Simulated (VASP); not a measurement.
# Co (P6_3/mmc) in VASP: further runs

Co is run at these levels: PBEsol; tasks: single point.

Everything below comes from runs of VASP 6.6.1. Logs are shortened: lines on timing, memory, paths and dates and some standing lists are left out, and cuts for length are marked.

**1. The cell of the first run**

It takes space group P6_3/mmc (No. 194, hexagonal). The conventional cell has a = 2.536 Å, b = 2.536 Å, c = 4.136 Å, α = 90.00°, β = 90.00°, γ = 120.00°. Within 3.3 Å of Co (site symmetry -6m2) lie 12 Co at 2.53 to 2.54 Å.

**2. Single point, PBEsol, collinear spin, ferromagnetic start**

INCAR reads:

```
SYSTEM = Co
PREC = Accurate
ENCUT = 520
EDIFF = 1E-6
ISMEAR = -1
SIGMA = 0.1
LREAL = .False.
LASPH = .True.
NELM = 150
ALGO = Normal
ISIF = 2
LWAVE = .False.
LCHARG = .False.
ISPIN = 2
MAGMOM = 0.3 0.3
LORBIT = 11
LMAXMIX = 4
GGA = PS
NBANDS = 20
```

KPOINTS reads:

```
regular mesh
0
Gamma
  14 14 8
  0 0 0
```

POSCAR reads:

```
Co
1.0
    2.5359998200      0.0000000000      0.0000000000
   -1.2679999100      2.1962402600      0.0000000000
    0.0000000000      0.0000000000      4.1360000000
Co
2
Direct
    0.3333333300      0.6666666700      0.2500000000
    0.6666666700      0.3333333300      0.7500000000
```

Potentials or basis: VASP PAW PBE potentials, release 64 (Co).

Launch:

```
cat potpaw_PBE.64/Co/POTCAR > POTCAR
mpirun -np 1 vasp_std > vasp.out
```

OUTCAR:

```text
SYSTEM = Co
   PREC = Accurate
   ENCUT = 520
   EDIFF = 1E-6
   ISMEAR = -1
   LREAL = .False.
   LASPH = .True.
   NELM = 150
   ISIF = 2
   ISPIN = 2
   LORBIT = 11
   GGA = PS

 ion  position               nearest neighbor table
   1  0.333  0.667  0.250-   2 2.53   2 2.53   2 2.53   2 2.53   2 2.53   2 2.53
   2  0.667  0.333  0.750-   1 2.53   1 2.53   1 2.53   1 2.53   1 2.53   1 2.53

  LATTYP: Found a hexagonal cell.
 ALAT       =     2.5359998200
 C/A-ratio  =     1.6309149423

  Lattice vectors:

 A1 = (   2.5359998200,   0.0000000000,   0.0000000000)
 A2 = (  -1.2679999100,   2.1962402600,   0.0000000000)
 A3 = (   0.0000000000,   0.0000000000,   4.1360000000)

Analysis of symmetry for initial positions (statically):
=====================================================================
 Subroutine PRICEL returns:
 Original cell was already a primitive cell.

 Routine SETGRP: Setting up the symmetry group for a
 hexagonal supercell.

 Subroutine GETGRP returns: Found 24 space group operations
 (whereof 12 operations were pure point group operations)
 out of a pool of 24 trial point group operations.

The static configuration has the point symmetry D_3d.
 The point group associated with its full space group is D_6h.

Analysis of symmetry for dynamics (positions and initial velocities):
=====================================================================
 Subroutine PRICEL returns:
 Original cell was already a primitive cell.

 Routine SETGRP: Setting up the symmetry group for a
 hexagonal supercell.

 Subroutine GETGRP returns: Found 24 space group operations
 (whereof 12 operations were pure point group operations)
 out of a pool of 24 trial point group operations.

The dynamic configuration has the point symmetry D_3d.
 The point group associated with its full space group is D_6h.

Analysis of structural, dynamic, and magnetic symmetry:
=====================================================================
 Subroutine PRICEL returns:
 Original cell was already a primitive cell.

 Routine SETGRP: Setting up the symmetry group for a
 hexagonal supercell.

 Subroutine GETGRP returns: Found 24 space group operations
 (whereof 12 operations were pure point group operations)
 out of a pool of 24 trial point group operations.

The overall configuration has the point symmetry D_3d.
 The point group associated with its full space group is D_6h.

 Subroutine INISYM returns: Found 24 space group operations
 (whereof 12 operations are pure point group operations),
 and found     1 'primitive' translations

----------------------------------------------------------------------------------------

                                     Primitive cell

  volume of cell :      23.0361

  direct lattice vectors                    reciprocal lattice vectors
     2.535999820  0.000000000  0.000000000     0.394321795  0.227661795  0.000000000
    -1.267999910  2.196240260  0.000000000     0.000000000  0.455323590  0.000000000
     0.000000000  0.000000000  4.136000000     0.000000000  0.000000000  0.241779497

  length of vectors
     2.535999820  2.535999813  4.136000000     0.455323589  0.455323590  0.241779497

  position of ions in fractional coordinates (direct lattice)
     0.333333330  0.666666670  0.250000000
     0.666666670  0.333333330  0.750000000

  ion indices of the primitive-cell ions
   primitive index   ion index
                 1           1
                 2           2

----------------------------------------------------------------------------------------

 KPOINTS: regular mesh

Automatic generation of k-mesh.
 Grid dimensions read from file:
 generate k-points for:   14   14    8

 Generating k-lattice:

  Cartesian coordinates                     Fractional coordinates (reciprocal lattice)
     0.028165842  0.016261557  0.000000000     0.071428571 -0.000000000  0.000000000
     0.000000000  0.032523114  0.000000000     0.000000000  0.071428571  0.000000000
     0.000000000  0.000000000  0.030222437     0.000000000  0.000000000  0.125000000

  Length of vectors
     0.032523113  0.032523114  0.030222437

  Shift w.r.t. Gamma in fractional coordinates (k-lattice)
     0.000000000  0.000000000  0.000000000

 Subroutine IBZKPT returns following result:
 ===========================================

 Found    120 irreducible k-points:

 Following reciprocal coordinates:
            Coordinates               Weight
  0.000000  0.000000  0.000000      1.000000
  0.071429 -0.000000  0.000000      6.000000
  0.142857 -0.000000  0.000000      6.000000
  0.214286  0.000000  0.000000      6.000000
  0.285714 -0.000000  0.000000      6.000000
  0.357143 -0.000000  0.000000      6.000000
[... 16 lines left out ...]
  0.285714  0.285714  0.000000      6.000000
  0.357143  0.285714  0.000000      6.000000
 [... further k-points ...]
   k-points           NKPTS =    120   k-points in BZ     NKDIM =    120   number of bands    NBANDS=     20
   number of dos      NEDOS =    301   number of ions     NIONS =      2
   total plane-waves  NPLWV =  12800
   dimension x,y,z NGX =    20 NGY =   20 NGZ =   32
   dimension x,y,z NGXF=    40 NGYF=   40 NGZF=   64
   ions per type =               2
   NGX,Y,Z   is equivalent  to a cutoff of  13.11, 13.11, 12.86 a.u.
   NGXF,Y,Z  is equivalent  to a cutoff of  26.22, 26.22, 25.72 a.u.
 SYSTEM =  Co
   PREC   = accura    normal or accurate (medium, high low for compatibility)
   ISTART =      0    job   : 0-new  1-cont  2-samecut
   ICHARG =      2    charge: 1-file 2-atom 10-const
   ISPIN  =      2    spin polarized calculation?
   LNONCOLLINEAR =      F non collinear calculations
   LSORBIT =      F    spin-orbit coupling
   LASPH  =      T    aspherical Exc in radial PAW
   ENCUT  =  520.0 eV  38.22 Ry    6.18 a.u.   4.72  4.72  7.69*2*pi/ulx,y,z
   NELM   =    150;   NELMIN=  2; NELMDL= -5     # of ELM steps
   EDIFF  = 0.1E-05   stopping-criterion for ELM
   LREAL  =      F    real-space projection
   EDIFFG = 0.1E-04   stopping-criterion for IOM
   NSW    =      0    number of steps for IOM
   IBRION =     -1    ionic relax: 0-MD 1-quasi-New 2-CG
   NFREE  =      0    steps in history (QN), initial steepest desc. (CG)
   ISIF   =      2    stress and relaxation
   ISYM   =      2    0-nonsym 1-usesym 2-fastsym
   POTIM  = 0.5000    time-step for ionic-motion
   TEBEG  =    0.0;   TEEND  =   0.0 temperature during run
   PSTRESS=    0.0 pullay stress
   NELECT =      18.0000    total number of electrons
   NUPDOWN=      -1.0000    fix difference up-down
   EMIN   =  10.00;   EMAX   =-10.00  energy-range for DOS
   EFERMI =   0.00;   METHOD = LEGACY
   ISMEAR =    -1;   SIGMA  =   0.10  broadening in eV -4-tet -1-fermi 0-gaus
   EFERMI_NEDOS =   21; number of points for ismear=-14 and -15
   IALGO  =     38    algorithm
   IMIX   =      4    mixing-type and parameters
     AMIX     =   0.40;   BMIX     =  1.00
     AMIX_MAG =   1.60;   BMIX_MAG =  1.00
  volume/ion in A,a.u.               =      11.52        77.73
  Fermi-wavevector in a.u.,A,eV,Ry     =   1.507865  2.849452 30.934980  2.273657
  Thomas-Fermi vector in A             =   2.618395
   LORBIT       =     11    0 simple, 1 ext, 2 COOP (PROOUT), +10 PAW based schemes
   GGA     = PS    functional components
   LHFCALC =     F    Hartree Fock is set to
   AEXX    =    0.0000 exact exchange contribution
   IVDW    =     0    specifies the selected vdW correction
   LEPSILON=     F    determine dielectric tensor
   LRPA    =     F    only Hartree local field effects (RPA)
 spin polarized calculation
  energy-cutoff  :      520.00
  volume of cell :       23.04
 maximum number of plane-waves:       640
 NGX is ok and might be reduce to    20
   NGX =  9   NGY =  9   NGZ = 15

 number of electron      18.0000006 magnetization      -3.7110696

 number of electron      18.0000006 magnetization     -10.0692606

 number of electron      18.0000006 magnetization       3.3111178

 Free energy of the ion-electron system (eV)
  ---------------------------------------------------
  ext. energy  EPLUGINS =         0.00000000
  ---------------------------------------------------
  free energy    TOTEN  =       -15.33353885 eV

  energy without entropy =      -15.26257308  energy(sigma->0) =      -15.29805596

 E-fermi :   9.2623     XC(G=0): -13.2288

 val. band max:        9.2613748103   @ k =   0.4286   0.0000   0.5000
 cond. band min:       9.2653782943   @ k =   0.2143   0.1429   0.0000
 fundamental gap:      0.0040034839
 Fermi energy:         9.2623283449

 spin component 1

 k-point     1 :       0.0000    0.0000    0.0000
  band No.  band energies     occupation
      1       0.6262      1.00000
      2       4.3619      1.00000
      3       6.6901      1.00000
      4       6.7532      1.00000
      5       6.7532      1.00000
      6       7.0277      1.00000
[... 12 lines left out ...]
     19      34.2235      0.00000
     20      34.2235      0.00000

 k-point     2 :       0.0714   -0.0000    0.0000
  band No.  band energies     occupation
      1       0.7983      1.00000
      2       4.4658      1.00000
      3       6.5576      1.00000
      4       6.8304      1.00000
      5       6.8647      1.00000
      6       6.9914      1.00000
[... 12 lines left out ...]
     19      36.0715      0.00000
     20      36.2389      0.00000
[... 465 lines left out ...]
      3       5.5759      1.00000
      4       5.7413      1.00000
      5       6.4185      1.00000
      6       6.6676      1.00000
[... 12 lines left out ...]
     19      25.5492      0.00000
     20      40.3256      0.00000

 k-point    24 :       0.3571    0.2857    0.0000
  band No.  band energies     occupation
      1       5.1940      1.00000
      2       5.4576      1.00000
      3       5.5117      1.00000
      4       5.8516      1.00000
      5       6.4599      1.00000
      6       6.5588      1.00000
[... 12 lines left out ...]
     19      25.1007      0.00000
     20      40.7361      0.00000

 [... further k-points ...]

 spin component 2

 k-point     1 :       0.0000    0.0000    0.0000
  band No.  band energies     occupation
      1       0.6801      1.00000
      2       5.3332      1.00000
      3       8.3343      0.99991
      4       8.4138      0.99979
      5       8.4138      0.99979
      6       8.7381      0.99474
[... 12 lines left out ...]
     19      34.5578      0.00000
     20      34.5578      0.00000

 k-point     2 :       0.0714   -0.0000    0.0000
  band No.  band energies     occupation
      1       0.8528      1.00000
      2       5.4524      1.00000
      3       8.1780      0.99998
      4       8.4991      0.99952
      5       8.5367      0.99929
      6       8.5773      0.99894
[... 12 lines left out ...]
     19      36.1917      0.00000
     20      36.4101      0.00000
[... 465 lines left out ...]
      3       6.7773      1.00000
      4       6.7850      1.00000
      5       7.9698      1.00000
      6       8.2134      0.99997
[... 12 lines left out ...]
     19      25.9484      0.00000
     20      40.5184      0.00000

 k-point    24 :       0.3571    0.2857    0.0000
  band No.  band energies     occupation
      1       6.5125      1.00000
      2       6.5520      1.00000
      3       6.6985      1.00000
      4       6.8537      1.00000
      5       8.0058      1.00000
      6       8.0856      0.99999
[... 12 lines left out ...]
     19      25.5132      0.00000
     20      40.9468      0.00000

 [... further k-points ...]

------------------------ aborting loop because EDIFF is reached ----------------------------------------

  FORCE on cell =-STRESS in cart. coord.  units (eV):
  Direction    XX          YY          ZZ          XY          YZ          ZX
  --------------------------------------------------------------------------------------
  -------------------------------------------------------------------------------------
  Total       -2.7914758     -2.7914758     -3.0621537      0.0000000      0.0000000      0.0000000
  in kB     -194.1488650   -194.1488636   -212.9746818      0.0000000      0.0000000      0.0000000
  external PRESSURE =    -200.4241368 kB  Pullay stress =       0.0000000 kB

 VOLUME and BASIS-vectors are now :
 -----------------------------------------------------------------------------
  energy-cutoff  :      520.00
  volume of cell :       23.04
      direct lattice vectors                 reciprocal lattice vectors
     2.535999820  0.000000000  0.000000000     0.394321795  0.227661795  0.000000000
    -1.267999910  2.196240260  0.000000000     0.000000000  0.455323590  0.000000000
     0.000000000  0.000000000  4.136000000     0.000000000  0.000000000  0.241779497

 POSITION                                       TOTAL-FORCE (eV/Angst)
 -----------------------------------------------------------------------------------
     -0.00000      1.46416      1.03400         0.000000     -0.000000      0.000000
      1.26800      0.73208      3.10200        -0.000000      0.000000      0.000000
 -----------------------------------------------------------------------------------
    total drift:                               -0.000000      0.000000     -0.000000

  FREE ENERGIE OF THE ION-ELECTRON SYSTEM (eV)
  ---------------------------------------------------
  free  energy   TOTEN  =       -15.3335388520 eV

  energy  without entropy=      -15.2625730765  energy(sigma->0) =      -15.29805596

 total charge

# of ion       s       p       d       tot
------------------------------------------
    1        0.466   0.475   7.219   8.160
    2        0.466   0.475   7.219   8.160
--------------------------------------------------
tot          0.931   0.951  14.438  16.320

 magnetization (x)

# of ion       s       p       d       tot
------------------------------------------
    1       -0.013  -0.048   1.741   1.680
    2       -0.013  -0.048   1.741   1.680
--------------------------------------------------
tot         -0.027  -0.096   3.482   3.360
```

Wall time 69 s (1 thread of Intel Xeon 6975P-C (Granite Rapids), shared host); peak memory 0.2 GiB.

What came out:

| Item | Value |
| --- | --- |
| Free energy | -15.3335 eV |
| Pressure | -20.0 GPa |
| Net moment | 3.31 μB per cell |
| Site moments | Co +1.68 μB |
| Valence electrons inside the program's atomic spheres | Co 8.16 |

Caveat: the PAW data sets were made with another functional, which shifts forces and pressure a little.

**3. Single point, PBEsol, collinear spin, antiferromagnetic start**

INCAR reads:

```
  ALGO = Normal
  EDIFF = 1E-7
  ENCUT = 520
  GGA = PS
  ISIF = 2
  ISMEAR = -1
  ISPIN = 2
  LASPH = T
  LCHARG = F
  LMAXMIX = 4
  LORBIT = 11
  LREAL = F
  LWAVE = F
  MAGMOM = 1.5 -1.5
  NBANDS = 20
  NELM = 150
  PREC = Accurate
  SIGMA = 0.1
```

KPOINTS reads:

```
k-points
0
Gamma
  14 14 8
```

POSCAR is that of step 2.

Potentials or basis: VASP PAW PBE potentials, release 64 (Co).

Launch:

```
cat potpaw_PBE.64/Co/POTCAR > POTCAR
mpirun -np 1 vasp_std > vasp.out
```

Wall time 41 s (1 thread of Intel Xeon 6975P-C (Granite Rapids), shared host); peak memory 0.2 GiB.

Results (log left out):

```yaml
Free_energy: -14.9050 eV
Pressure: -24.2 GPa
Band_gap_on_the_k_mesh: zero (filled and empty bands overlap)
Net_moment: 0.00 μB per cell
Site_moments: Co +1.10, -1.10 μB
Valence_electrons_inside_the_program's_atomic_spheres: Co 8.16
```

Stress tensor (GPa, compression positive):
```
-24.69   0.00   0.00
  0.00 -24.69   0.00
  0.00   0.00 -23.19
```

Levels at points of the mesh, in eV from the Fermi level:
Spin up:
| k point | band 6 | band 7 | band 8 | band 9 | band 10 | band 11 | band 12 | band 13 |
| --- | --- | --- | --- | --- | --- | --- | --- | --- |
| (0.00, 0.00, 0.00) | -1.31 | -1.31 | -0.94 | -0.94 | -0.19 | 0.27 | 0.27 | 6.20 |
| (0.50, 0.00, 0.00) | -1.63 | -1.28 | -0.34 | 0.35 | 0.88 | 1.67 | 3.55 | 9.32 |
| (0.00, 0.00, 0.50) | -1.76 | -1.57 | -1.57 | -0.50 | -0.50 | 0.20 | 0.20 | 14.24 |
| (0.50, 0.00, 0.50) | -0.61 | -0.47 | -0.22 | -0.10 | 0.89 | 1.68 | 1.73 | 7.08 |
Spin down:
```
           k point  band 7  band 8  band 9  band 10  band 11  band 12
(0.00, 0.00, 0.00)   -1.31   -0.94   -0.94    -0.19     0.27     0.27
(0.50, 0.00, 0.00)   -1.28   -0.34    0.35     0.88     1.67     3.55
(0.00, 0.00, 0.50)   -1.57   -1.57   -0.50    -0.50     0.20     0.20
(0.50, 0.00, 0.50)   -0.47   -0.22   -0.10     0.89     1.68     1.73
```

Caveat: the PAW data sets were made with another functional, which shifts forces and pressure a little.
